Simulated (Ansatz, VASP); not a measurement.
# Two plane-wave programs on CaO

```
CELL_PARAMETERS angstrom
3.98084 0.00000 0.00000
-1.99042 3.44751 0.00000
0.00000 0.00000 4.74659
ATOMIC_POSITIONS crystal
Ca 0.33333 0.66667 0.93750
Ca 0.66667 0.33333 0.43750
O 0.33333 0.66667 0.43750
O 0.66667 0.33333 0.93750
```

Change from the starting cell: uniaxial_z strain -0.5%.

Alike in both runs: task single point; functional r2SCAN; k mesh 12 × 12 × 6; no spin polarisation.

|  | VASP | Ansatz |
| --- | --- | --- |
| version | VASP 6.6.1 | Ansatz 0.2.0 |
| potentials or method | VASP PAW PBE potentials, release 64 (Ca_sv, O) | plane waves, PAW |
| plane-wave cutoff (eV) | 520 | 500 |
| occupations | gaussian, width 0.01 eV | fixed |
| valence electrons in the cell | 32 | 32 |

Ansatz gave:

| Property | Result |
| --- | --- |
| gap on the k mesh at the Fermi level (eV) | 3.63 |
| pressure (GPa) | 0.5 |
| traceless stress, the component that is largest in VASP (GPa) | 0.53 |

**Question.** Estimate VASP's values.

**Answer.** gap on the k mesh at the Fermi level (eV): 3.61; pressure (GPa): 1.5; traceless stress, the component that is largest in VASP (GPa): 0.51.

VASP's potentials were made for PBE, not for r2SCAN.
